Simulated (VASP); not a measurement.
Runs of VASP 6.6.1 on C. The structure is that of space group P6_3/mmc (No. 194), or close to it. The cells are those of the table. 

| task | level | cell | cutoff (eV) | gap on the mesh (eV) | pressure (GPa) | relaxed volume (Å³/atom) |
| --- | --- | --- | --- | --- | --- | --- |
| single point | PBE | a = 2.455, b = 2.455, c = 6.664 Å, angles 90.0, 90.0, 120.0°, 4 atoms | 600 | none | (b) | - |
| relaxation of cell and atoms | r2SCAN+rVV10 | relaxed from a = 2.465, b = 2.465, c = 6.729 Å, angles 90.0, 90.0, 120.0°, 4 atoms | 660 | none | 0.0 | 8.60 |
| single point | r2SCAN+rVV10 | a = 2.455, b = 2.455, c = 6.664 Å, angles 90.0, 90.0, 120.0°, 4 atoms | 660 | none | (a) | - |
| relaxation of cell and atoms | PBE+D4 | relaxed from a = 2.465, b = 2.465, c = 6.729 Å, angles 90.0, 90.0, 120.0°, 4 atoms | 600 | none | 0.0 | 8.66 |
| single point | PBE+D4 | a = 2.460, b = 2.460, c = 6.651 Å, angles 90.0, 90.0, 120.0°, 4 atoms | 600 | none | 0.0 | - |
| single point | r2SCAN | a = 2.455, b = 2.455, c = 6.664 Å, angles 90.0, 90.0, 120.0°, 4 atoms | 660 | none | 0.7 | - |

Alike in all rows: potentials or basis VASP PAW PBE potentials, release 64 (C); no spin polarisation; k mesh 12 × 12 × 4; smearing fermi-dirac 0.02 eV.

Task: Estimate the missing entries.

Result: (a) 0.1; (b) 4.9.

Caveats: the PAW data sets were made with another functional, which shifts forces and pressure a little (at least some runs); the cell stands under pressure (at least some runs); this functional lacks dispersion, which binds layers or chains, so the pressure and a relaxed spacing across them are unreliable (at least some runs).

A gap of «none» marks levels without a gap at the run's occupations.
